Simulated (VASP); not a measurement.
A run of VASP 6.6.1 is set up as follows.

Contents of POSCAR:

```
CdS
1.0
    0.0000000000      2.9090000000      2.9090000000
    2.9090000000      0.0000000000      2.9090000000
    2.9090000000      2.9090000000      0.0000000000
Cd S
1 1
Direct
    0.0000000000      0.0000000000      0.0000000000
    0.2500000000      0.2500000000      0.2500000000
```

File INCAR.step1:

```
PREC = Accurate ; ENCUT = 500
EDIFF = 1E-8 ; ISMEAR = 0
SIGMA = 0.01 ; LREAL = False
LASPH = True ; NELM = 60
ALGO = Normal ; LWAVE = True
LCHARG = False ; GGA = PE
```

INCAR.step2

```
PREC = Accurate ; ENCUT = 500
EDIFF = 1E-8 ; ISMEAR = 0
SIGMA = 0.01 ; LREAL = False
LASPH = True ; NELM = 1
ALGO = Exact ; LWAVE = True
LCHARG = False ; GGA = PE
NBANDS = 958 ; LOPTICS = True
ISTART = 1
```

Contents of INCAR.step3:

```
PREC = Accurate ; ENCUT = 500
EDIFF = 1E-8 ; ISMEAR = 0
SIGMA = 0.01 ; LREAL = False
LASPH = True ; ALGO = EVGW0
LWAVE = False ; LCHARG = False
GGA = PE ; NELMGW = 1
NBANDS = 958 ; ENCUTGW = 200
NOMEGA = 48 ; PRECFOCK = Fast
ISTART = 1 ; NBANDSGW = 17
```

File KPOINTS:

```
Automatic mesh
0
Gamma
  2 2 2
```

Potentials or basis: VASP PAW PBE potentials, release 64 (Cd_GW, S_GW).

Command:

```sh
$ cat potpaw_PBE.64/Cd_GW/POTCAR potpaw_PBE.64/S_GW/POTCAR > POTCAR
$ cp INCAR.step1 INCAR
$ mpirun -np 1 vasp_std > vasp.out
$ cp INCAR.step2 INCAR
$ mpirun -np 1 vasp_std > vasp.out
$ cp INCAR.step3 INCAR
$ mpirun -np 1 vasp_std > vasp.out
```

(1) What does it give for the quasiparticle gap?

(2) Predict the least direct quasiparticle gap.

(3) What does it give for the least direct gap of the starting levels on the mesh?

(4) Estimate the band gap of the starting levels on the mesh.

Answers

(1) 1.61 eV.

(2) 1.61 eV.

(3) 1.00 eV.

(4) 1.00 eV.

Caveat: the k points lie up to 0.94 Å⁻¹ apart; bands, screening cutoff and mesh are small and nothing is extrapolated, so the quasiparticle values aren't converged.
